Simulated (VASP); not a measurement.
Input of a VASP 6.6.1 run:

Contents of INCAR:

```
PREC = Accurate ; ENCUT = 520
EDIFF = 1E-6 ; ISMEAR = -1
SIGMA = 0.03 ; LREAL = F
LASPH = T ; NELM = 80
ALGO = Normal ; ISIF = 2
LWAVE = F ; LCHARG = F
GGA = PS ; NBANDS = 16
```

File KPOINTS:

```
regular mesh
0
Gamma
  11 11 11
```

Contents of POSCAR:

```
InP
1.0
    0.0000000000      2.8550000000      2.9121000000
    2.8550000000      0.0000000000      2.9121000000
    2.8550000000      2.8550000000      0.0000000000
In P
1 1
Direct
    0.0000000000      0.0000000000      0.0000000000
    0.5000000000      0.5000000000      0.5000000000
```

Potentials or basis: VASP PAW PBE potentials, release 64 (In_d, P).

Command:

```sh
$ cat potpaw_PBE.64/In_d/POTCAR potpaw_PBE.64/P/POTCAR > POTCAR
$ mpirun -np 1 vasp_std > vasp.out
```

Task: Predict the pressure.

Result: -8.9 GPa.

Task: What does it give for the band gap on the k mesh?

Result: Zero (band 9 reaches 5.94 eV, above the bottom of band 10 at 3.70 eV).

Stress tensor (GPa, compression positive):
```
-8.53  0.00  0.00
 0.00 -8.53  0.00
 0.00  0.00 -9.79
```

Caveat: the cell differs from its parent crystal (zz strain of +2 %); the PAW data sets were made with another functional, which shifts forces and pressure a little; spin-orbit coupling is left out, which moves the levels of the heavy elements.
